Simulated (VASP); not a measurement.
Crystal: TiAu.

```
CELL_PARAMETERS angstrom
3.25400 0.00000 0.00000
0.00000 3.25400 0.00000
0.00000 0.00000 3.25400
ATOMIC_POSITIONS crystal
Ti 0.50000 0.50000 0.50000
Au 0.00000 0.00000 0.00000
```

Base run:

| Quantity | Value |
| --- | --- |
| Program | VASP 6.6.1 |
| Functional | PBEsol |
| Potentials or basis | VASP PAW PBE potentials, release 64 (Ti_sv, Au) |
| Cutoff | 520 eV |
| k mesh | 10 × 10 × 10 |
| Occupations | fermi-dirac, width 0.05 eV |
| Spin | collinear spin |
| Starting moments | [1.0, 0.0] μB |

Its results: pressure -4.2 GPa.

**Question.** After a change of settings the same cell gave: pressure -5.1 GPa. Which change was it?
A. moments at the start from [1.0, 0.0] to [0.81, 0.0]; fixed moment from none to 0.81 μB
B. spin from collinear spin to no spin polarisation; further incar settings from ALGO = Normal; EDIFF = 1e-06; NBANDS = 22 to ALGO = Normal; EDIFF = 1e-06; NBANDS = 18
C. moments at the start from [1.0, 0.0] to [0.89, 0.0]; fixed moment from none to 0.89 μB

**Answer.** B.

Caveats: the cell stands under tension; the PAW data sets were made with another functional, which shifts forces and pressure a little.
